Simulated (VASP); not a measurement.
# Al2O3 (R-3c) in VASP: notebook, part 3 of 3

VASP 6.6.1. Earlier steps stand in the parts before.

## 4. Single point, PBE (volume 7.356 Å^3 an atom, c/a of the conventional cell 2.8788)

File INCAR:

```
SYSTEM = Al2O3
ALGO = Normal
EDIFF = 1E-7
ENCUT = 520
GGA = PE
ISIF = 2
ISMEAR = 0
LASPH = .True.
LCHARG = .True.
LELF = .True.
LREAL = .False.
LVHAR = .True.
LWAVE = .False.
NBANDS = 35
NELM = 60
PREC = Accurate
SIGMA = 0.05
```

File KPOINTS:

```
k-points
0
Gamma
  6 6 6
  0 0 0
```

File POSCAR:

```
Al2O3
1.0
    2.2283169007      1.2865193624      4.2765857957
   -2.2283169007      1.2865193624      4.2765857957
    0.0000000000     -2.5730387249      4.2765857957
Al O
4 6
Direct
    0.8521293568      0.8521293568      0.8521293568
    0.6478706432      0.6478706432      0.6478706432
    0.1478706432      0.1478706432      0.1478706432
    0.3521293568      0.3521293568      0.3521293568
    0.0561574040      0.4438425960      0.7500000000
    0.7500000000      0.0561574040      0.4438425960
    0.4438425960      0.7500000000      0.0561574040
    0.9438425960      0.5561574040      0.2500000000
    0.2500000000      0.9438425960      0.5561574040
    0.5561574040      0.2500000000      0.9438425960
```

Potentials or basis: VASP PAW PBE potentials, release 64 (Al, O).

Command:

```console
cat potpaw_PBE.64/Al/POTCAR potpaw_PBE.64/O/POTCAR > POTCAR
mpirun -np 1 vasp_std > vasp.out
```

OUTCAR:

```text
SYSTEM = Al2O3
   EDIFF = 1E-7
   ENCUT = 520
   GGA = PE
   ISIF = 2
   ISMEAR = 0
   LASPH = .True.
   LREAL = .False.
   NELM = 60
   PREC = Accurate

 ion  position               nearest neighbor table
   1  0.852  0.852  0.852-   9 1.76   8 1.76  10 1.76   7 1.89   6 1.89   5 1.89   3 2.62   3 2.62
                             3 2.62   2 2.62   2 3.06   2 3.06   2 3.06   4 3.35   4 3.35   4 3.35
   2  0.648  0.648  0.648-  10 1.76   8 1.76   9 1.76   6 1.89   7 1.89   5 1.89   4 2.62   4 2.62
                             4 2.62   1 2.62   1 3.06   1 3.06   1 3.06   3 3.35   3 3.35   3 3.35
   3  0.148  0.148  0.148-   6 1.76   5 1.76   7 1.76  10 1.89   9 1.89   8 1.89   1 2.62   1 2.62
                             1 2.62   4 2.62   4 3.06   4 3.06   4 3.06   2 3.35   2 3.35   2 3.35
   4  0.352  0.352  0.352-   7 1.76   5 1.76   6 1.76   9 1.89  10 1.89   8 1.89   2 2.62   2 2.62
                             2 2.62   3 2.62   3 3.06   3 3.06   3 3.06   1 3.35   1 3.35   1 3.35
   5  0.056  0.444  0.750-   3 1.76   4 1.76   1 1.89   2 1.89
   6  0.750  0.056  0.444-   3 1.76   4 1.76   2 1.89   1 1.89
   7  0.444  0.750  0.056-   4 1.76   3 1.76   1 1.89   2 1.89
   8  0.944  0.556  0.250-   1 1.76   2 1.76   3 1.89   4 1.89
   9  0.250  0.944  0.556-   1 1.76   2 1.76   4 1.89   3 1.89
  10  0.556  0.250  0.944-   2 1.76   1 1.76   3 1.89   4 1.89

  LATTYP: Found a trigonal (rhomboedric) cell.
 ALAT       =     4.9909632685
 COS(alpha) =     0.6013285307

  Lattice vectors:

 A1 = (   2.2283169007,   1.2865193624,   4.2765857957)
 A2 = (  -2.2283169007,   1.2865193624,   4.2765857957)
 A3 = (   0.0000000000,  -2.5730387249,   4.2765857957)

Analysis of symmetry for initial positions (statically):
=====================================================================
 Subroutine PRICEL returns:
 Original cell was already a primitive cell.

 Routine SETGRP: Setting up the symmetry group for a
 trigonal (rhombohedral) supercell.

 Subroutine GETGRP returns: Found 12 space group operations
 (whereof  6 operations were pure point group operations)
[... 163 lines left out ...]
   LEPSILON=     F    determine dielectric tensor
   LRPA    =     F    only Hartree local field effects (RPA)
 non-spin polarized calculation
 Gauss-broadening in eV      SIGMA  =   0.05
  energy-cutoff  :      520.00
  volume of cell :       73.56
 maximum number of plane-waves:      1998
 NGX is ok and might be reduce to    40
   NGX = 19   NGY = 19   NGZ = 19

 number of electron      48.0000003 magnetization

 Free energy of the ion-electron system (eV)
  ---------------------------------------------------
  ext. energy  EPLUGINS =         0.00000000
  ---------------------------------------------------
  free energy    TOTEN  =       -72.32459043 eV

  energy without entropy =      -72.32459043  energy(sigma->0) =      -72.32459043

 E-fermi :   8.3295     XC(G=0): -12.4166

 val. band max:        8.0448624264   @ k =   0.0000   0.0000   0.0000
 cond. band min:      16.0591039420   @ k =   0.0000   0.0000   0.0000
 fundamental gap:      8.0142415155
 Fermi energy:         8.3295000208

 k-point     1 :       0.0000    0.0000    0.0000
  band No.  band energies     occupation
      1     -12.5579      2.00000
      2      -9.8984      2.00000
      3      -9.1475      2.00000
      4      -9.1475      2.00000
      5      -8.8218      2.00000
      6      -8.8218      2.00000
[... 901 lines left out ...]
     34      22.0602      0.00000
     35      22.9113      0.00000

 [... further k-points ...]

------------------------ aborting loop because EDIFF is reached ----------------------------------------

  FORCE on cell =-STRESS in cart. coord.  units (eV):
  Direction    XX          YY          ZZ          XY          YZ          ZX
  --------------------------------------------------------------------------------------
  -------------------------------------------------------------------------------------
  Total       31.8858216     31.8858216     17.1213365      0.0000000     -0.0000000      0.0000000
  in kB      694.4907624    694.4907624    372.9121419      0.0000000     -0.0000000      0.0000000
  external PRESSURE =     587.2978889 kB  Pullay stress =       0.0000000 kB

 VOLUME and BASIS-vectors are now :
 -----------------------------------------------------------------------------
  energy-cutoff  :      520.00
  volume of cell :       73.56
      direct lattice vectors                 reciprocal lattice vectors
     2.228316901  1.286519362  4.276585796     0.224384602  0.129548510  0.077943797
    -2.228316901  1.286519362  4.276585796    -0.224384602  0.129548510  0.077943797
     0.000000000 -2.573038725  4.276585796     0.000000000 -0.259097020  0.077943797

 POSITION                                       TOTAL-FORCE (eV/Angst)
 -----------------------------------------------------------------------------------
      0.00000     -0.00000     10.93261        -0.000000      0.000000     -0.701688
      0.00000     -0.00000      8.31202        -0.000000     -0.000000      0.701688
      0.00000     -0.00000      1.89714        -0.000000     -0.000000      0.701688
      0.00000     -0.00000      4.51773        -0.000000      0.000000     -0.701688
     -0.86389     -1.28652      5.34573         0.265613     -0.000000     -0.000000
      1.54610     -0.10489      5.34573        -0.132806      0.230027     -0.000000
     -0.68222      1.39141      5.34573        -0.132806     -0.230027     -0.000000
      0.86389      1.28652      7.48403        -0.265613     -0.000000     -0.000000
     -1.54610      0.10489      7.48403         0.132806     -0.230027     -0.000000
      0.68222     -1.39141      7.48403         0.132806      0.230027     -0.000000
 -----------------------------------------------------------------------------------
    total drift:                                0.000000      0.000000      0.000000

  FREE ENERGIE OF THE ION-ELECTRON SYSTEM (eV)
  ---------------------------------------------------
  free  energy   TOTEN  =       -72.3245904281 eV

  energy  without entropy=      -72.3245904281  energy(sigma->0) =      -72.32459043
```

OSZICAR:

```text
N       E                     dE             d eps       ncg     rms          rms(c)
DAV:   1     0.229545540925E+03    0.22955E+03   -0.26119E+04  2256   0.133E+03
DAV:   2    -0.697959669357E+02   -0.29934E+03   -0.29164E+03  2853   0.301E+02
DAV:   3    -0.810847606257E+02   -0.11289E+02   -0.11258E+02  2909   0.579E+01
DAV:   4    -0.811633439922E+02   -0.78583E-01   -0.78549E-01  2792   0.561E+00
DAV:   5    -0.811642509146E+02   -0.90692E-03   -0.90680E-03  2822   0.597E-01    0.191E+01
DAV:   6    -0.723235194950E+02    0.88407E+01   -0.27783E+01  2735   0.292E+01    0.674E+00
DAV:   7    -0.723032308432E+02    0.20289E-01   -0.13088E+00  2752   0.577E+00    0.346E+00
DAV:   8    -0.723207641931E+02   -0.17533E-01   -0.82335E-02  2695   0.215E+00    0.761E-01
DAV:   9    -0.723242187164E+02   -0.34545E-02   -0.27066E-02  2896   0.925E-01    0.361E-01
DAV:  10    -0.723246004878E+02   -0.38177E-03   -0.69190E-04  2479   0.163E-01    0.549E-02
DAV:  11    -0.723245887358E+02    0.11752E-04   -0.20740E-04  2872   0.837E-02    0.205E-02
DAV:  12    -0.723245903652E+02   -0.16294E-05   -0.81532E-06  2569   0.178E-02    0.294E-03
DAV:  13    -0.723245904281E+02   -0.62878E-07   -0.99140E-07  2856   0.569E-03
   1 F= -.72324590E+02 E0= -.72324590E+02  d E =-.220117E-17
```

Run time: 47 s. Hardware: 1 thread of Intel Xeon 6975P-C (Granite Rapids), shared host; peak memory 0.25 GiB.

What came out:

```
Free energy            : -72.3246 eV
Pressure               : 58.7 GPa
Largest force          : 0.702 eV/Å
Band gap on the k mesh : 8.01 eV, direct
```

Forces in eV/Å, atoms in the order of the input:
```
Al   0.000  0.000 -0.702
Al   0.000  0.000  0.702
Al   0.000  0.000  0.702
Al   0.000  0.000 -0.702
O    0.266  0.000  0.000
O   -0.133  0.230  0.000
O   -0.133 -0.230  0.000
O   -0.266  0.000  0.000
O    0.133 -0.230  0.000
O    0.133  0.230  0.000
```

Stress tensor (GPa, compression positive):
```
69.45  0.00  0.00
 0.00 69.45  0.00
 0.00  0.00 37.29
```

Levels at points of the mesh, in eV from the valence-band top:
| k point | band 21 | band 22 | band 23 | band 24 | band 25 | band 26 | band 27 | band 28 |
| --- | --- | --- | --- | --- | --- | --- | --- | --- |
| (0.00, 0.00, 0.00) | -0.67 | -0.55 | 0.00 | 0.00 | 8.01 | 10.69 | 12.02 | 12.02 |
| (0.50, 0.00, 0.00) | -1.28 | -1.28 | -0.61 | -0.61 | 10.62 | 10.62 | 10.89 | 10.89 |
| (0.50, 0.50, 0.00) | -1.34 | -1.29 | -1.10 | -0.56 | 10.57 | 10.94 | 11.29 | 11.82 |
| (0.50, 0.50, 0.50) | -0.39 | -0.39 | -0.39 | -0.39 | 10.39 | 10.39 | 12.18 | 12.18 |

 A k mesh can miss the band edges.

## 5. Single point, PBE (volume 7.823 Å^3 an atom, c/a of the conventional cell 2.9567)

File INCAR:

```
ALGO = Normal
EDIFF = 1E-7
ENCUT = 520
GGA = PE
ISIF = 2
ISMEAR = 0
LASPH = True
LCHARG = True
LELF = True
LREAL = False
LVHAR = True
LWAVE = False
NBANDS = 35
NELM = 80
PREC = Accurate
SIGMA = 0.05
```

File KPOINTS:

```
k-points
0
Gamma
  6 6 6
```

Changes to POSCAR since step 4:

```diff
@@ -2,5 +2,5 @@
 1.0
-    2.2283169007      1.2865193624      4.2765857957
-   -2.2283169007      1.2865193624      4.2765857957
-    0.0000000000     -2.5730387249      4.2765857957
+    2.2543546276      1.3015522511      4.4436335515
+   -2.2543546276      1.3015522511      4.4436335515
+    0.0000000000     -2.6031045021      4.4436335515
 Al O
```

Command:

```console
cat potpaw_PBE.64/Al/POTCAR potpaw_PBE.64/O/POTCAR > POTCAR
mpirun -np 1 vasp_std > vasp.out
```

Run time: 57 s. Hardware: 1 thread of Intel Xeon 6975P-C (Granite Rapids), shared host; peak memory 0.25 GiB.

Results (log left out):

```
Free energy            : -73.3670 eV
Pressure               : 34.6 GPa
Largest force          : 0.720 eV/Å
Band gap on the k mesh : 6.97 eV, direct
```

Forces on the atoms (eV/Å):
```
Al   0.000  0.000 -0.720
Al   0.000  0.000  0.720
Al   0.000  0.000  0.720
Al   0.000  0.000 -0.720
O    0.260  0.000  0.000
O   -0.130  0.225  0.000
O   -0.130 -0.225  0.000
O   -0.260  0.000  0.000
O    0.130 -0.225  0.000
O    0.130  0.225  0.000
```

Stress tensor (GPa, compression positive):
```
48.27  0.00  0.00
 0.00 48.27  0.00
 0.00  0.00  7.21
```

Levels at points of the mesh, in eV from the valence-band top:
```tsv
k point	band 20	band 21	band 22	band 23	band 24	band 25	band 26	band 27	band 28	band 29
(0.00, 0.00, 0.00)	-0.83	-0.59	-0.59	0.00	0.00	6.97	10.32	11.02	11.02	11.26
(0.50, 0.00, 0.00)	-1.64	-1.25	-1.25	-0.67	-0.67	9.71	9.71	10.03	10.03	12.38
(0.50, 0.50, 0.00)	-1.67	-1.35	-1.28	-1.05	-0.62	9.94	10.47	10.56	10.93	10.99
(0.50, 0.50, 0.50)	-2.64	-0.34	-0.34	-0.34	-0.34	9.70	9.70	11.41	11.41	12.66
```

## 6. Overview

```csv
cell,gap on the mesh (eV),pressure (GPa),largest force (eV/Å)
"a = 4.793 Å, angles 57.6°, 10 atoms",7.52,56.6,0.63
"a = 4.888 Å, angles 55.3°, 10 atoms",8.12,57.5,0.22
"a = 4.991 Å, angles 53.0°, 10 atoms",8.01,58.7,0.70
"a = 5.150 Å, angles 51.9°, 10 atoms",6.97,34.6,0.72
```

Alike in all rows: task single point; level PBE; potentials or basis VASP PAW PBE potentials, release 64 (Al, O); no spin polarisation; k mesh 6 × 6 × 6; cutoff (eV) 520; smearing gaussian 0.05 eV.

Total energies depend on the potentials used, so only differences within one code and one set of settings carry meaning.
